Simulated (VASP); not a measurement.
A run of VASP 6.6.1 is set up as follows.

INCAR

```
ALGO = Normal
EDIFF = 1E-7
ENCUT = 520
GGA = PE
ISIF = 2
ISMEAR = 0
LASPH = True
LCHARG = False
LREAL = False
LWAVE = False
NBANDS = 23
NELM = 60
PREC = Accurate
SIGMA = 0.1
```

File KPOINTS:

```
k-points
0
Gamma
  4 4 4
```

POSCAR

```
ZnS3
1.0
    0.0000000000      3.4969463200      3.4969463200
    3.4969463200      0.0000000000      3.4969463200
    3.4969463200      3.4969463200      0.0000000000
Zn S
1 3
Direct
    0.0000000000      0.0000000000      0.0000000000
    0.5000000000      0.5000000000      0.5000000000
    0.2500000000      0.2500000000      0.2500000000
    0.7500000000      0.7500000000      0.7500000000
```

Potentials or basis: VASP PAW PBE potentials, release 64 (Zn, S).

Run with:

```bash
$ cat potpaw_PBE.64/Zn/POTCAR potpaw_PBE.64/S/POTCAR > POTCAR
$ mpirun -np 1 vasp_std > vasp.out
```

Estimate the band gap on the k mesh.

zero (band 15 reaches 2.93 eV, above the bottom of band 16 at 2.60 eV).

Estimate the pressure.

-10.7 GPa.

Caveat: the k points lie up to 0.39 Å⁻¹ apart.
